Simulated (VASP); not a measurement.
A run of VASP 6.6.1 is set up as follows.

INCAR

```
PREC = Accurate
ENCUT = 600
EDIFF = 1E-6
ISMEAR = 0
SIGMA = 0.02
LREAL = False
LASPH = True
NELM = 120
ALGO = Normal
ISIF = 2
LWAVE = False
LCHARG = False
GGA = PS
NBANDS = 11
GGA_COMPAT = False
```

Contents of KPOINTS:

```
regular mesh
0
Gamma
  6 6 6
```

POSCAR

```
MgS
1.0
    0.0480937396      2.8581686983      2.8581686983
    2.8581686983      0.0480937396      2.8581686983
    2.8581686983      2.8581686983      0.0480937396
Mg S
1 1
Direct
    0.0015390512      0.0015390512      0.0015390512
    0.2484609488      0.2484609488      0.2484609488
```

Potentials or basis: VASP PAW PBE potentials, release 64 (Mg, S).

Run with:

```sh
$ cat potpaw_PBE.64/Mg/POTCAR potpaw_PBE.64/S/POTCAR > POTCAR
$ mpirun -np 1 vasp_std > vasp.out
```

(1) Estimate the pressure.

(2) Estimate the band gap on the k mesh.

## Answers

(1) -0.6 GPa.

(2) 3.22 eV, direct.

Caveat: the cell differs from its parent crystal (strained cell); the PAW data sets were made with another functional, which shifts forces and pressure a little.
